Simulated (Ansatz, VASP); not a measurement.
**Two plane-wave programs on Sb**

Contents of INCAR:

```
SYSTEM = Sb
AGGAC = 1.0 ; AGGAX = 1.0
ALDAC = 0.0 ; ALDAX = 1.0
ALGO = Normal ; EDIFF = 1E-6
ENCUT = 520 ; GGA = B5
ISIF = 2 ; ISMEAR = -1
LASPH = .TRUE. ; LCHARG = .FALSE.
LREAL = .FALSE. ; LWAVE = .FALSE.
NBANDS = 8 ; NELM = 80
PREC = Accurate ; SIGMA = 0.1
```

Contents of KPOINTS:

```
k-points
0
G
  12 12 12
  0 0 0
```

File POSCAR:

```
Sb
1.0
    0.0000000000      2.5713344459      2.5713344459
    2.5713344459      0.0000000000      2.5713344459
    2.5713344459      2.5713344459      0.0000000000
Sb
1
Direct
    0.0000000000      0.0000000000      0.0000000000
```

Input for Ansatz:

```yaml
crystal:
  lattice:
    - [0.0, 2.5713344459, 2.5713344459]
    - [2.5713344459, 0.0, 2.5713344459]
    - [2.5713344459, 2.5713344459, 0.0]
  atoms:
    - { symbol: Sb, position: [0.0, 0.0, 0.0] }
hamiltonian:
  xc: blyp
  pseudopotentials:
    kind: paw
    azcp:
      Sb: "pseudopotentials/Sb.paw.azcp"
basis:
  ecutwfc: 420
  fft_grid_basis: typed
kpoints:
  mp_grid: { grid: [12, 12, 12], shift: [0, 0, 0] }
magnetization:
  spin_polarized: false
scf:
  occupations: { method: fermi_dirac, width: 0.1 }
  lower_state_search: "off"
output:
  stress: true
```

Alike in both runs: task single point; functional BLYP; k mesh 12 × 12 × 12; occupations fermi-dirac, width 0.1 eV; no spin polarisation.

|  | VASP | Ansatz |
| --- | --- | --- |
| version | VASP 6.6.1 | Ansatz 0.2.0 |
| potentials or method | VASP PAW PBE potentials, release 64 (Sb), cutoff 520 eV | plane waves (420 eV) with PAW, scalar-relativistic |
| valence electrons in the cell | 5 | 15 |

|  | VASP | Ansatz | Ansatz less VASP |
| --- | --- | --- | --- |
| pressure (GPa) | -3.8 | -3.8 | -0.07 |

VASP's potentials were made for PBE, not for BLYP. VASP's potentials hold 5 valence electrons a cell and Ansatz's 15, so a difference there can come from the potentials and not from the codes.

Neither program's run includes spin-orbit coupling.
